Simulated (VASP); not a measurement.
Wanted: the native input for a VASP 6.6.1 run.

- Task: single point
- Functional: PBE
- Potentials or basis: VASP PAW PBE potentials, release 64 (Ru_pv)
- Cutoff: 520 eV
- k mesh: 17 × 17 × 17
- Occupations: fermi-dirac, width 0.0612256 eV
- Spin: no spin polarisation
- Dipole correction: no
- Further INCAR settings: ALGO = Normal; EDIFF = 1e-06; NBANDS = 13

The structure of Ru lies in POSCAR:

```
Ru
1.0
    0.0000000000      1.8928712005      1.8928712005
    1.8928712005      0.0000000000      1.8928712005
    1.8928712005      1.8928712005      0.0000000000
Ru
1
Direct
    0.0000000000      0.0000000000      0.0000000000
```

This isn't the form of Ru at room conditions, which is hcp.

These files were run (other wordings do the same):

INCAR

```
SYSTEM = Ru
PREC = Accurate ; ENCUT = 520
EDIFF = 1E-6 ; ISMEAR = -1
SIGMA = 0.06122561905347299 ; LREAL = .False.
LASPH = .True. ; NELM = 100
ALGO = Normal ; ISIF = 2
LWAVE = .False. ; LCHARG = .True.
GGA = PE ; LELF = .True.
LVHAR = .True. ; NBANDS = 13
```

KPOINTS

```
regular mesh
0
Gamma
  17 17 17
  0 0 0
```

Potentials or basis: VASP PAW PBE potentials, release 64 (Ru_pv).

The run is started by

```sh
$ cat potpaw_PBE.64/Ru_pv/POTCAR > POTCAR
$ mpirun -np 1 vasp_std > vasp.out
```

It gave:

```yaml
Pressure: 6.4 GPa
Band_gap_on_the_k_mesh: zero (bands 7 and 8 overlap by 3.46 eV)
```

Caveat: the cell stands under pressure.

Run time: 22 s on 1 thread of Intel Xeon 8259CL (shared host), peak memory 0.15 GiB.
